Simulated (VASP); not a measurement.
# Al: single point with PBE

Al:

```xyz
1
Lattice="0.0000 2.0248 2.0248 2.0248 0.0000 2.0248 2.0248 2.0248 0.0000" Properties=species:S:1:pos:R:3 pbc="T T T"
Al    0.0000    0.0000    0.0000
```

| Item | Value |
| --- | --- |
| Program | VASP 6.6.1 |
| Task | single point |
| Functional | PBE |
| Potentials or basis | VASP PAW PBE potentials, release 64 (Al) |
| Cutoff | 520 eV |
| k mesh | 11 × 11 × 11 |
| Occupations | gaussian, width 0.019 eV |
| Spin | no spin polarisation |

```json
{
  "Pressure": "-0.5 GPa"
}
```

Levels at points of the mesh, in eV from the Fermi level:
| k point | band 1 | band 2 | band 3 | band 4 |
| --- | --- | --- | --- | --- |
| (0.00, 0.00, 0.00) | -11.11 | 12.56 | 12.56 | 12.56 |

Wall time 4.5 s on 1 thread of Intel(R) Xeon(R) Platinum 8375C CPU @ 2.90GHz (Ice Lake), on a shared host, peak memory 0.13 GiB.
